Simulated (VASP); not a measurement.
# SnSe (Fm-3m) in VASP: further runs, part 2 of 2

VASP 6.6.1.

**3. Single point, PBE (volume scaled by 0.97)**

File INCAR:

```
PREC = Accurate ; ENCUT = 520
EDIFF = 1E-6 ; ISMEAR = 0
SIGMA = 0.02 ; LREAL = F
LASPH = T ; NELM = 60
ALGO = Normal ; ISIF = 2
LWAVE = F ; LCHARG = F
GGA = PE ; NBANDS = 17
```

File KPOINTS:

```
regular mesh
0
Gamma
  10 10 10
```

File POSCAR:

```
SnSe
1.0
    0.0000000000      3.0001944818      3.0001944818
    3.0001944818      0.0000000000      3.0001944818
    3.0001944818      3.0001944818      0.0000000000
Sn Se
1 1
Direct
    0.0000000000      0.0000000000      0.0000000000
    0.5000000000      0.5000000000      0.5000000000
```

Potentials or basis: VASP PAW PBE potentials, release 64 (Sn_d, Se).

On the command line:

```bash
$ cat potpaw_PBE.64/Sn_d/POTCAR potpaw_PBE.64/Se/POTCAR > POTCAR
$ mpirun -np 1 vasp_std > vasp.out
```

OUTCAR:

```text
PREC = Accurate
   ENCUT = 520
   EDIFF = 1E-6
   ISMEAR = 0
   LREAL = F
   LASPH = T
   NELM = 60
   ISIF = 2
   GGA = PE

 ion  position               nearest neighbor table
   1  0.000  0.000  0.000-   2 3.00   2 3.00   2 3.00   2 3.00   2 3.00   2 3.00
   2  0.500  0.500  0.500-   1 3.00   1 3.00   1 3.00   1 3.00   1 3.00   1 3.00

  LATTYP: Found a face centered cubic cell.
 ALAT       =     6.0003889636

  Lattice vectors:

 A1 = (   0.0000000000,   3.0001944818,   3.0001944818)
 A2 = (   3.0001944818,   0.0000000000,   3.0001944818)
 A3 = (   3.0001944818,   3.0001944818,   0.0000000000)

Analysis of symmetry for initial positions (statically):
=====================================================================
 Subroutine PRICEL returns:
 Original cell was already a primitive cell.

 Routine SETGRP: Setting up the symmetry group for a
 face centered cubic supercell.

 Subroutine GETGRP returns: Found 48 space group operations
 (whereof 48 operations were pure point group operations)
 out of a pool of 48 trial point group operations.

The static configuration has the point symmetry O_h .
[... 158 lines left out ...]

  energy without entropy =       -8.20876629  energy(sigma->0) =       -8.20876629

 E-fermi :   5.8215     XC(G=0):  -9.6420

 val. band max:        5.6887621605   @ k =   0.5000   0.0000   0.0000
 cond. band min:       6.1992413207   @ k =  -0.4000   0.1000   0.0000
 fundamental gap:      0.5104791602
 Fermi energy:         5.8214529915

 k-point     1 :       0.0000    0.0000    0.0000
  band No.  band energies     occupation
      1     -15.9043      2.00000
      2     -15.9043      2.00000
      3     -15.9043      2.00000
      4     -15.9023      2.00000
      5     -15.9023      2.00000
      6      -8.2321      2.00000
[... 457 lines left out ...]
      4     -15.8904      2.00000
      5     -15.8895      2.00000
      6      -7.2798      2.00000
[... 9 lines left out ...]
     16      16.4243      0.00000
     17      17.1440      0.00000

 [... further k-points ...]

------------------------ aborting loop because EDIFF is reached ----------------------------------------

  FORCE on cell =-STRESS in cart. coord.  units (eV):
  Direction    XX          YY          ZZ          XY          YZ          ZX
  --------------------------------------------------------------------------------------
  -------------------------------------------------------------------------------------
  Total        0.5220246      0.5220246      0.5220246      0.0000000      0.0000000     -0.0000000
  in kB       15.4854315     15.4854315     15.4854315      0.0000000      0.0000000     -0.0000000
  external PRESSURE =      15.4854315 kB  Pullay stress =       0.0000000 kB

 VOLUME and BASIS-vectors are now :
 -----------------------------------------------------------------------------
  energy-cutoff  :      520.00
  volume of cell :       54.01
      direct lattice vectors                 reciprocal lattice vectors
     0.000000000  3.000194482  3.000194482    -0.166655863  0.166655863  0.166655863
     3.000194482  0.000000000  3.000194482     0.166655863 -0.166655863  0.166655863
     3.000194482  3.000194482  0.000000000     0.166655863  0.166655863 -0.166655863

 POSITION                                       TOTAL-FORCE (eV/Angst)
 -----------------------------------------------------------------------------------
      0.00000      0.00000      0.00000        -0.000000      0.000000      0.000000
      3.00019      3.00019      3.00019         0.000000     -0.000000     -0.000000
 -----------------------------------------------------------------------------------
    total drift:                                0.000000     -0.000000     -0.000000

  FREE ENERGIE OF THE ION-ELECTRON SYSTEM (eV)
  ---------------------------------------------------
  free  energy   TOTEN  =        -8.2087662915 eV

  energy  without entropy=       -8.2087662915  energy(sigma->0) =       -8.20876629
```

OSZICAR:

```text
N       E                     dE             d eps       ncg     rms          rms(c)
DAV:   1     0.135616141580E+03    0.13562E+03   -0.97075E+03  1625   0.146E+03
DAV:   2     0.497300941709E+01   -0.13064E+03   -0.12643E+03  1702   0.360E+02
DAV:   3    -0.803491948991E+01   -0.13008E+02   -0.12866E+02  1930   0.962E+01
DAV:   4    -0.837920349850E+01   -0.34428E+00   -0.34401E+00  1954   0.163E+01
DAV:   5    -0.838869648657E+01   -0.94930E-02   -0.94925E-02  2256   0.266E+00    0.310E+00
DAV:   6    -0.820789990558E+01    0.18080E+00   -0.43948E-01  2280   0.383E+00    0.185E+00
DAV:   7    -0.820667010066E+01    0.12298E-02   -0.82484E-02  1887   0.128E+00    0.914E-01
DAV:   8    -0.820890334485E+01   -0.22332E-02   -0.88871E-03  1931   0.835E-01    0.121E-01
DAV:   9    -0.820868840201E+01    0.21494E-03   -0.14281E-03  2252   0.313E-01    0.516E-02
DAV:  10    -0.820876027627E+01   -0.71874E-04   -0.17723E-04  1902   0.755E-02    0.121E-02
DAV:  11    -0.820876597310E+01   -0.56968E-05   -0.19154E-05  2132   0.381E-02    0.284E-03
DAV:  12    -0.820876629147E+01   -0.31837E-06   -0.14300E-06  1757   0.117E-02
   1 F= -.82087663E+01 E0= -.82087663E+01  d E =-.345234E-23
```

Run time: 13 s. Hardware: 1 thread of Intel Xeon Platinum 8559C (Emerald Rapids), shared host; peak memory 0.2 GiB.

Results:

```yaml
Free_energy: -8.2088 eV
Pressure: 1.5 GPa
Band_gap_on_the_k_mesh: 0.51 eV, indirect (least direct gap 0.63 eV)
```

Caveat: the cell differs from its parent crystal (volume scaled by 0.97); spin-orbit coupling is left out, which moves the levels of the heavy elements. A k mesh can miss the band edges.

**4. Single point, PBE**

This run uses another cell than the first one, of 27.84 Å³/atom, 1.064 times its volume.

File INCAR:

```
PREC = Accurate ; ENCUT = 520
EDIFF = 1E-6 ; ISMEAR = 0
SIGMA = 0.02 ; LREAL = False
LASPH = True ; NELM = 100
ALGO = Normal ; ISIF = 2
LWAVE = False ; LCHARG = False
GGA = PE ; NBANDS = 17
```

KPOINTS is that of step 3.

File POSCAR:

```
SnSe
1.0
    0.0000000000      3.0308108258      3.0308108258
    3.0308108258      0.0000000000      3.0308108258
    3.0308108258      3.0308108258      0.0000000000
Sn Se
1 1
Direct
    0.0000000000      0.0000000000      0.0000000000
    0.5000000000      0.5000000000      0.5000000000
```

On the command line:

```bash
$ cat potpaw_PBE.64/Sn_d/POTCAR potpaw_PBE.64/Se/POTCAR > POTCAR
$ mpirun -np 1 vasp_std > vasp.out
```

Run time: 13 s. Hardware: 1 thread of Intel Xeon Platinum 8559C (Emerald Rapids), shared host; peak memory 0.2 GiB.

It converged, with:

| Property | Result |
| --- | --- |
| Free energy | -8.2170 eV |
| Pressure | 0.0 GPa |
| Band gap on the k mesh | 0.49 eV, indirect (least direct gap 0.49 eV) |

Levels at points of the mesh, in eV from the valence-band top:
```
           k point  band 6  band 7  band 8  band 9  band 10  band 11  band 12  band 13  band 14  band 15
(0.00, 0.00, 0.00)  -13.74   -5.14   -2.14   -2.14    -2.14     4.23     4.23     4.23     5.88     5.88
(0.50, 0.00, 0.00)  -12.85   -7.95   -1.90   -1.90     0.00     0.49     1.25     1.25     8.19    10.02
(0.50, 0.50, 0.00)  -12.59   -6.02   -5.33   -3.55    -3.55     3.09     5.22     5.22     5.83    10.37
```

Caveat: spin-orbit coupling is left out, which moves the levels of the heavy elements.

**5. Single point, PBE (volume scaled by 1.03)**

File INCAR:

```
PREC     = Accurate       # precision mode
ENCUT    = 520            # plane-wave cutoff, eV
EDIFF    = 1E-7           # SCF threshold, eV
ISMEAR   = 0              # smearing method
SIGMA    = 0.02           # smearing width, eV
LREAL    = False          # projectors in reciprocal space
LASPH    = True           # aspherical terms in the spheres
NELM     = 60             # most SCF steps
ALGO     = Normal         # electronic algorithm
ISIF     = 2              # what is computed and relaxed
LWAVE    = False          # write WAVECAR
LCHARG   = False          # write CHGCAR
GGA      = PE             # functional
NBANDS   = 17             # bands
```

KPOINTS is that of step 4.

File POSCAR:

```
SnSe
1.0
    0.0000000000      3.0608208055      3.0608208055
    3.0608208055      0.0000000000      3.0608208055
    3.0608208055      3.0608208055      0.0000000000
Sn Se
1 1
Direct
    0.0000000000      0.0000000000      0.0000000000
    0.5000000000      0.5000000000      0.5000000000
```

On the command line:

```bash
$ cat potpaw_PBE.64/Sn_d/POTCAR potpaw_PBE.64/Se/POTCAR > POTCAR
$ mpirun -np 1 vasp_std > vasp.out
```

It took 14 s on 1 thread of Intel Xeon Platinum 8559C (Emerald Rapids), shared host; peak memory 0.2 GiB.

It converged, with:

```
Free energy            : -8.2099 eV
Pressure               : -1.4 GPa
Band gap on the k mesh : 0.37 eV, direct
```

Levels at points of the mesh, in eV from the valence-band top:
| k point | band 7 | band 8 | band 9 | band 10 | band 11 | band 12 | band 13 | band 14 |
| --- | --- | --- | --- | --- | --- | --- | --- | --- |
| (0.00, 0.00, 0.00) | -5.25 | -2.08 | -2.08 | -2.08 | 4.10 | 4.10 | 4.10 | 5.89 |
| (0.50, 0.00, 0.00) | -7.83 | -1.84 | -1.84 | 0.00 | 0.37 | 1.25 | 1.25 | 8.09 |
| (0.50, 0.50, 0.00) | -6.03 | -5.15 | -3.43 | -3.43 | 3.16 | 5.04 | 5.04 | 5.62 |

Caveat: the cell differs from its parent crystal (volume scaled by 1.03); spin-orbit coupling is left out, which moves the levels of the heavy elements. A k mesh can miss the band edges.

**6. Summary**

| cell | gap on the mesh (eV) | pressure (GPa) |
| --- | --- | --- |
| a = 4.199 Å, angles 60.0°, 2 atoms | 0.52 | 3.4 |
| a = 4.243 Å, angles 60.0°, 2 atoms | 0.51 | 1.5 |
| a = 4.286 Å, angles 60.0°, 2 atoms | 0.49 | 0.0 |
| a = 4.329 Å, angles 60.0°, 2 atoms | 0.37 | -1.4 |

Alike in all rows: task single point; level PBE; potentials or basis VASP PAW PBE potentials, release 64 (Sn_d, Se); no spin polarisation; k mesh 10 × 10 × 10; cutoff (eV) 520; smearing gaussian 0.02 eV.

Caveats: spin-orbit coupling is left out, which moves the levels of the heavy elements.

Total energies depend on the potentials used, so only differences within one code and one set of settings carry meaning.
